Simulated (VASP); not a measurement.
PbS:

```
Pb S
1.0
     0.00000    3.30098    3.30098
     3.30098    0.00000    3.30098
     3.30098    3.30098    0.00000
Pb S
1 1
Direct
  0.00000 0.00000 0.00000
  0.25000 0.25000 0.25000
```

Base run:

| Item | Value |
| --- | --- |
| Program | VASP 6.6.1 |
| Functional | HSE06 |
| Potentials or basis | VASP PAW PBE potentials, release 64 (Pb_d, S) |
| Cutoff | 520 eV |
| k mesh | 4 × 4 × 4 |
| Occupations | gaussian, width 0.01 eV |
| Spin | no spin polarisation |

Its results: band gap on the k mesh 1.29 eV (least direct gap 1.81 eV); pressure 0.0 GPa.

Q: The run is repeated on the same cell with these changes: functional from HSE06 to r2SCAN. What comes out?

A: Band gap on the k mesh 0.95 eV (least direct gap 1.45 eV); pressure -0.1 GPa.

Caveats: the PAW data sets were made with another functional, which shifts forces and pressure a little; spin-orbit coupling is left out, which moves the levels of the heavy elements.

A k mesh can miss the band edges.
